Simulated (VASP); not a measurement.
# Al2C3 (P-3m1) in VASP: a series of runs, part 2 of 3

VASP 6.6.1.

## Step 3: Single point, PBE

This run uses another cell than the first one, of 10.14 Å³/atom.

INCAR reads:

```
PREC     = Accurate       # precision mode
ENCUT    = 520            # plane-wave cutoff, eV
EDIFF    = 1E-7           # SCF threshold, eV
ISMEAR   = 0              # smearing method
SIGMA    = 0.1            # smearing width, eV
LREAL    = False          # projectors in reciprocal space
LASPH    = True           # aspherical terms in the spheres
NELM     = 80             # most SCF steps
ALGO     = Normal         # electronic algorithm
ISIF     = 2              # what is computed and relaxed
LWAVE    = False          # write WAVECAR
LCHARG   = False          # write CHGCAR
GGA      = PE             # functional
NBANDS   = 17             # bands
```

KPOINTS reads:

```
Automatic mesh
0
Gamma
  6 6 4
```

POSCAR reads:

```
Al2C3
1.0
    3.6460003441      0.0000000000      0.0000000000
   -1.8230001721      3.1575289202      0.0000000000
    0.0000000000      0.0000000000      4.4022091810
Al C
2 3
Direct
    0.3333333333      0.6666666667      0.1380000000
    0.6666666667      0.3333333333      0.8620000000
    0.0000000000      0.0000000000      0.0000000000
    0.3333333333      0.6666666667      0.6250000000
    0.6666666667      0.3333333333      0.3750000000
```

Potentials or basis: VASP PAW PBE potentials, release 64 (Al, C).

On the command line:

```console
> cat potpaw_PBE.64/Al/POTCAR potpaw_PBE.64/C/POTCAR > POTCAR
> mpirun -np 1 vasp_std > vasp.out
```

OUTCAR:

```text
PREC = Accurate
   ENCUT = 520
   EDIFF = 1E-7
   ISMEAR = 0
   LREAL = False
   LASPH = True
   NELM = 80
   ISIF = 2
   GGA = PE

 ion  position               nearest neighbor table
   1  0.333  0.667  0.138-   4 2.14   3 2.19   3 2.19   3 2.19   4 2.26   5 2.35   5 2.35   5 2.35
                             2 2.43   2 2.43   2 2.43
   2  0.667  0.333  0.862-   5 2.14   3 2.19   3 2.19   3 2.19   5 2.26   4 2.35   4 2.35   4 2.35
                             1 2.43   1 2.43   1 2.43
   3  0.000  0.000  0.000-   1 2.19   2 2.19   2 2.19   1 2.19   2 2.19   1 2.19
   4  0.333  0.667  0.625-   1 2.14   1 2.26   2 2.35   2 2.35   2 2.35
   5  0.667  0.333  0.375-   2 2.14   2 2.26   1 2.35   1 2.35   1 2.35

  LATTYP: Found a hexagonal cell.
 ALAT       =     3.6460003441
 C/A-ratio  =     1.2074077799

  Lattice vectors:

 A1 = (   3.6460003441,   0.0000000000,   0.0000000000)
 A2 = (  -1.8230001721,   3.1575289202,   0.0000000000)
 A3 = (   0.0000000000,   0.0000000000,   4.4022091810)

Analysis of symmetry for initial positions (statically):
=====================================================================
 Subroutine PRICEL returns:
 Original cell was already a primitive cell.

 Routine SETGRP: Setting up the symmetry group for a
 hexagonal supercell.

 Subroutine GETGRP returns: Found 12 space group operations
 (whereof 12 operations were pure point group operations)
 out of a pool of 24 trial point group operations.

The static configuration has the point symmetry D_3d.

Analysis of symmetry for dynamics (positions and initial velocities):
=====================================================================
 Subroutine PRICEL returns:
 Original cell was already a primitive cell.

 Routine SETGRP: Setting up the symmetry group for a
 hexagonal supercell.

 Subroutine GETGRP returns: Found 12 space group operations
 (whereof 12 operations were pure point group operations)
 out of a pool of 24 trial point group operations.

The dynamic configuration has the point symmetry D_3d.

 Subroutine INISYM returns: Found 12 space group operations
[... 127 lines left out ...]
   GGA     = PE    functional components
   LHFCALC =     F    Hartree Fock is set to
   AEXX    =    0.0000 exact exchange contribution
   IVDW    =     0    specifies the selected vdW correction
   LEPSILON=     F    determine dielectric tensor
   LRPA    =     F    only Hartree local field effects (RPA)
 non-spin polarized calculation
 Gauss-broadening in eV      SIGMA  =   0.10
  energy-cutoff  :      520.00
  volume of cell :       50.68
 maximum number of plane-waves:      1388
 NGX is ok and might be reduce to    28
   NGX = 13   NGY = 13   NGZ = 17

 number of electron      18.0000001 magnetization

 Free energy of the ion-electron system (eV)
  ---------------------------------------------------
  ext. energy  EPLUGINS =         0.00000000
  ---------------------------------------------------
  free energy    TOTEN  =       -26.43677165 eV

  energy without entropy =      -26.42293358  energy(sigma->0) =      -26.42985261

 E-fermi :   7.8566     XC(G=0): -11.2653

 val. band max:        7.8536601054   @ k =   0.0000   0.0000   0.5000
 cond. band min:       7.8570793018   @ k =   0.5000  -0.0000   0.0000
 fundamental gap:      0.0034191965
 Fermi energy:         7.8565905936

 k-point     1 :       0.0000    0.0000    0.0000
  band No.  band energies     occupation
      1      -7.4987      2.00000
      2      -2.1412      2.00000
      3      -1.0787      2.00000
      4       4.6361      2.00000
      5       4.6361      2.00000
      6       4.7751      2.00000
[... 457 lines left out ...]
      4      -0.3699      2.00000
      5      -0.3699      2.00000
      6       2.2103      2.00000
[... 9 lines left out ...]
     16      16.0918      0.00000
     17      16.0918      0.00000

------------------------ aborting loop because EDIFF is reached ----------------------------------------

  FORCE on cell =-STRESS in cart. coord.  units (eV):
  Direction    XX          YY          ZZ          XY          YZ          ZX
  --------------------------------------------------------------------------------------
  -------------------------------------------------------------------------------------
  Total       -1.0606790     -1.0606790     -0.1779819      0.0000000      0.0000000      0.0000000
  in kB      -33.5320280    -33.5320280     -5.6266719      0.0000000      0.0000000      0.0000000
  external PRESSURE =     -24.2302426 kB  Pullay stress =       0.0000000 kB

 VOLUME and BASIS-vectors are now :
 -----------------------------------------------------------------------------
  energy-cutoff  :      520.00
  volume of cell :       50.68
      direct lattice vectors                 reciprocal lattice vectors
     3.646000344  0.000000000  0.000000000     0.274273150  0.158351677  0.000000000
    -1.823000172  3.157528920  0.000000000     0.000000000  0.316703354  0.000000000
     0.000000000  0.000000000  4.402209181     0.000000000  0.000000000  0.227158674

 POSITION                                       TOTAL-FORCE (eV/Angst)
 -----------------------------------------------------------------------------------
     -0.00000      2.10502      0.60750         0.000000      0.000000      3.018319
      1.82300      1.05251      3.79470        -0.000000     -0.000000     -3.018319
      0.00000      0.00000      0.00000         0.000000      0.000000      0.000000
     -0.00000      2.10502      2.75138         0.000000      0.000000     -1.135836
      1.82300      1.05251      1.65083         0.000000     -0.000000      1.135836
 -----------------------------------------------------------------------------------
    total drift:                                0.000000     -0.000000      0.000000

  FREE ENERGIE OF THE ION-ELECTRON SYSTEM (eV)
  ---------------------------------------------------
  free  energy   TOTEN  =       -26.4367716467 eV

  energy  without entropy=      -26.4229335798  energy(sigma->0) =      -26.42985261
```

It took 16 s on 1 thread of AMD EPYC 9R14 (Zen 4), shared host; peak memory 0.14 GiB.

What came out:

| Property | Result |
| --- | --- |
| Free energy | -26.4368 eV |
| Pressure | -2.4 GPa |
| Largest force | 3.018 eV/Å |
| Band gap on the k mesh | zero (bands 9 and 10 overlap by 1.47 eV) |

Forces in eV/Å, atoms in the order of the input:
```
Al   0.000  0.000  3.018
Al   0.000  0.000 -3.018
C    0.000  0.000  0.000
C    0.000  0.000 -1.136
C    0.000  0.000  1.136
```

Stress tensor (GPa, compression positive):
```
-3.35  0.00  0.00
 0.00 -3.35  0.00
 0.00  0.00 -0.56
```

Caveat: forces of over 1 eV/Å act on the atoms, so gaps and moduli don't describe the material at rest.

## Step 4: Relaxation of cell and atoms, PBE

This run uses another cell than the first one, of 10.14 Å³/atom.

INCAR reads:

```
SYSTEM = Al2C3
PREC = Accurate
ENCUT = 600
EDIFF = 1E-6
ISMEAR = 0
SIGMA = 0.1
LREAL = .FALSE.
LASPH = .TRUE.
NELM = 60
ALGO = Normal
ISIF = 3
LWAVE = .FALSE.
LCHARG = .FALSE.
GGA = PE
IBRION = 2
NSW = 90
EDIFFG = -0.04
```

KPOINTS reads:

```
regular mesh
0
G
  6 6 4
  0 0 0
```

POSCAR is that of step 3.

Potentials or basis: VASP PAW PBE potentials, release 64 (Al, C).

On the command line:

```console
> cat potpaw_PBE.64/Al/POTCAR potpaw_PBE.64/C/POTCAR > POTCAR
> mpirun -np 1 vasp_std > vasp.out
```

OUTCAR:

```text
SYSTEM = Al2C3
   PREC = Accurate
   ENCUT = 600
   EDIFF = 1E-6
   ISMEAR = 0
   LREAL = .FALSE.
   LASPH = .TRUE.
   NELM = 60
   ISIF = 3
   GGA = PE
   IBRION = 2
   NSW = 90
   EDIFFG = -0.04

 ion  position               nearest neighbor table
   1  0.333  0.667  0.138-   4 2.14   3 2.19   3 2.19   3 2.19   4 2.26   5 2.35   5 2.35   5 2.35
                             2 2.43   2 2.43   2 2.43
   2  0.667  0.333  0.862-   5 2.14   3 2.19   3 2.19   3 2.19   5 2.26   4 2.35   4 2.35   4 2.35
                             1 2.43   1 2.43   1 2.43
   3  0.000  0.000  0.000-   1 2.19   2 2.19   2 2.19   1 2.19   2 2.19   1 2.19
   4  0.333  0.667  0.625-   1 2.14   1 2.26   2 2.35   2 2.35   2 2.35
   5  0.667  0.333  0.375-   2 2.14   2 2.26   1 2.35   1 2.35   1 2.35

  LATTYP: Found a hexagonal cell.
 ALAT       =     3.6460003441
 C/A-ratio  =     1.2074077799

  Lattice vectors:

 A1 = (   3.6460003441,   0.0000000000,   0.0000000000)
 A2 = (  -1.8230001721,   3.1575289202,   0.0000000000)
 A3 = (   0.0000000000,   0.0000000000,   4.4022091810)

Analysis of symmetry for initial positions (statically):
=====================================================================
 Subroutine PRICEL returns:
 Original cell was already a primitive cell.

 Routine SETGRP: Setting up the symmetry group for a
 hexagonal supercell.

 Subroutine GETGRP returns: Found 12 space group operations
 (whereof 12 operations were pure point group operations)
 out of a pool of 24 trial point group operations.

[... 301 lines left out ...]
      9       8.4858      2.00000
     10       9.6914      1.98014
     11      12.2797      0.00000
     12      12.2797      0.00000
     13      15.2846      0.00000
[... 354 lines left out ...]
  band No.  band energies     occupation
      1      -2.2222      2.00000
      2      -2.2222      2.00000
      3      -1.7558      2.00000
      4       1.6997      2.00000
      5       1.6997      2.00000
      6       2.0631      2.00000
      7       6.2218      2.00000
      8       6.2218      2.00000
      9       7.0579      2.00000
     10      11.1293      0.00000
     11      12.0978      0.00000
     12      12.0978      0.00000
     13      15.6586      0.00000

[... ionic steps 4 to 20 ...]

--------------------------------------- Ionic step       21  -------------------------------------------

 number of electron      17.9999997 magnetization

------------------------ aborting loop because EDIFF is reached ----------------------------------------
[... 73 lines left out ...]
--------------------------------------- Ionic step       23  -------------------------------------------

 number of electron      17.9999997 magnetization

 Free energy of the ion-electron system (eV)
  ---------------------------------------------------
  ext. energy  EPLUGINS =         0.00000000
  ---------------------------------------------------
  free energy    TOTEN  =       -31.87483406 eV

  energy without entropy =      -31.87342275  energy(sigma->0) =      -31.87412841

 E-fermi :  11.0159     XC(G=0): -11.9363

 val. band max:       10.8716976619   @ k =   0.1667  -0.0000   0.5000
 cond. band min:      11.0384182543   @ k =   0.5000  -0.0000   0.5000
 fundamental gap:      0.1667205923
 Fermi energy:        11.0158527236

 k-point     1 :       0.0000    0.0000    0.0000
  band No.  band energies     occupation
      1      -8.0748      2.00000
      2      -4.2819      2.00000
      3      -0.8742      2.00000
      4       6.4303      2.00000
      5       6.8001      2.00000
      6       6.8001      2.00000
      7       8.4458      2.00000
      8      10.5789      2.00000
      9      10.5789      2.00000
     10      11.8127      0.00000
     11      13.6521      0.00000
     12      13.6521      0.00000
     13      16.5559      0.00000
[... 398 lines left out ...]
  FREE ENERGIE OF THE ION-ELECTRON SYSTEM (eV)
  ---------------------------------------------------
  free  energy   TOTEN  =       -31.8748340633 eV

  energy  without entropy=      -31.8734227493  energy(sigma->0) =      -31.87412841

 reached required accuracy - stopping structural energy minimisation
```

OSZICAR:

```text
N       E                     dE             d eps       ncg     rms          rms(c)
DAV:   1     0.445375657140E+02    0.44538E+02   -0.88666E+03   624   0.138E+03
DAV:   2    -0.235018179476E+02   -0.68039E+02   -0.64354E+02   834   0.188E+02
DAV:   3    -0.276628290915E+02   -0.41610E+01   -0.40801E+01   807   0.445E+01
[... 201 lines left out ...]
DAV:   2    -0.318748823081E+02    0.20120E-03   -0.93457E-04   819   0.240E-01    0.512E-02
DAV:   3    -0.318748375162E+02    0.44792E-04   -0.24692E-04   754   0.108E-01    0.122E-02
DAV:   4    -0.318748353346E+02    0.21815E-05   -0.19844E-05   754   0.329E-02    0.668E-03
DAV:   5    -0.318748341700E+02    0.11646E-05   -0.10765E-06   487   0.888E-03    0.226E-03
DAV:   6    -0.318748340633E+02    0.10672E-06   -0.12602E-07   337   0.323E-03
  23 F= -.31874834E+02 E0= -.31874128E+02  d E =-.105792E-02
```

It took 2.9 min on 1 thread of AMD EPYC 9R14 (Zen 4), shared host; peak memory 0.15 GiB.

Results:

```
Free energy                           : -31.8748 eV
Relaxed volume                        : 8.62 Å³/atom
Relaxed cell                          : a = 2.871 Å, b = 2.871 Å, c = 6.039 Å, α = 90.00°, β = 90.00°, γ = 120.00°
Space group after relaxing (to 0.1 Å) : P-3m1 (No. 164)
Energy gained by relaxing             : 1087.4 meV/atom
Ionic steps                           : 23
Pressure after relaxing               : 0.0 GPa
Largest force after relaxing          : 0.036 eV/Å
Band gap on the k mesh                : zero (bands 9 and 10 overlap by 0.64 eV)
```

Forces on the atoms (eV/Å):
```
Al   0.000  0.000 -0.015
Al   0.000  0.000  0.015
C    0.000  0.000  0.000
C    0.000  0.000 -0.036
C    0.000  0.000  0.036
```

Stress tensor (GPa, compression positive):
```
-0.11  0.00  0.00
 0.00 -0.11  0.00
 0.00  0.00  0.18
```

The path:
```csv
step,energy change (eV),largest force (eV/Å),pressure (GPa),volume (Å³)
1,0.0000,3.0185,-2.51,50.68
2,-0.5847,0.3944,1.36,49.52
3,-0.5850,0.4460,1.56,49.50
4,-1.2286,0.8785,0.91,49.24
5,-1.4595,6.0446,11.20,47.33
6,-1.8482,3.9013,4.19,48.41
7,-2.1849,3.7898,1.16,48.53
8,-2.4487,3.8607,-2.58,48.56
9,-2.7407,3.5383,-4.37,48.38
10,-3.5370,2.5753,-8.27,47.82
11,-4.3093,2.9557,-7.54,46.67
12,-4.6260,2.7789,-4.31,45.61
13,-4.7758,3.8165,0.79,44.46
14,-5.2164,1.9198,-1.11,44.15
15,-5.3713,0.4359,-2.36,43.84
16,-5.3734,0.5196,-2.49,43.80
17,-5.4003,0.4907,-1.93,43.45
18,-5.4233,0.3808,3.18,42.41
19,-5.4291,0.3279,1.20,42.78
20,-5.4294,0.3422,1.53,42.72
21,-5.4356,0.1008,0.90,42.90
22,-5.4359,0.1419,0.75,42.95
23,-5.4370,0.0355,-0.02,43.10
```

Final structure:
```cif
data_structure
_symmetry_space_group_name_H-M 'P 1'
_symmetry_Int_Tables_number 1
_cell_length_a 2.8708
_cell_length_b 2.8708
_cell_length_c 6.0390
_cell_angle_alpha 90.000
_cell_angle_beta 90.000
_cell_angle_gamma 120.000
_cell_volume 43.10
loop_
_atom_site_label
_atom_site_type_symbol
_atom_site_fract_x
_atom_site_fract_y
_atom_site_fract_z
_atom_site_occupancy
Al1 Al 0.33333 0.66667 0.17472 1
Al2 Al 0.66667 0.33333 0.82528 1
C1 C 0.00000 0.00000 0.00000 1
C2 C 0.33333 0.66667 0.54802 1
C3 C 0.66667 0.33333 0.45198 1
```

Levels at points of the mesh, in eV from the Fermi level:
```csv
k point,band 6,band 7,band 8,band 9,band 10,band 11,band 12,band 13
"(0.00, 0.00, 0.00)",-4.22,-2.57,-0.44,-0.44,0.80,2.64,2.64,5.54
"(0.50, 0.00, 0.00)",-6.56,-6.37,-2.36,-2.27,0.33,3.23,3.59,3.91
"(0.00, 0.00, 0.50)",-4.22,-0.39,-0.39,0.67,0.79,2.51,2.51,5.40
"(0.50, 0.00, 0.50)",-5.86,-4.65,-4.63,-2.44,0.02,0.77,4.63,5.07
```

Caveat: a cell axis changed by over 15 % at a fixed basis, so the end point is rough.

[end of part 2 of 3]
